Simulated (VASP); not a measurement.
**Ba: single point with PBE**

Ba:

```
Ba
1.0
    -3.51282    3.51282    1.91646
     3.51282   -3.51282    1.91646
     3.51282    3.51282   -1.91646
Ba
2
Direct
  0.62500 0.87500 0.75000
  0.37500 0.12500 0.25000
```

```
Program             : VASP 6.6.1
Task                : single point
Functional          : PBE
Potentials or basis : VASP PAW PBE potentials, release 64 (Ba_sv)
Cutoff              : 520 eV
k mesh              : 11 × 11 × 11
Occupations         : fermi-dirac, width 0.05 eV
Spin                : no spin polarisation
```

```yaml
Pressure: 3.1 GPa
Band_gap_on_the_k_mesh: zero (band 10 reaches 3.04 eV, above the bottom of band 11 at 2.46 eV)
```

Levels at points of the mesh, in eV from the Fermi level:
```csv
k point,band 6,band 7,band 8,band 9,band 10,band 11,band 12,band 13,band 14,band 15
"(0.00, 0.00, 0.00)",-13.39,-13.32,-13.32,-2.66,-1.38,0.35,0.39,1.13,3.37,3.37
```

Run time: 100 s on 1 thread of AMD EPYC 9R45 96-Core Processor (Zen 5), on a shared host, peak memory 0.31 GiB.

Caveat: spin-orbit coupling is left out, which moves the levels of the heavy elements.
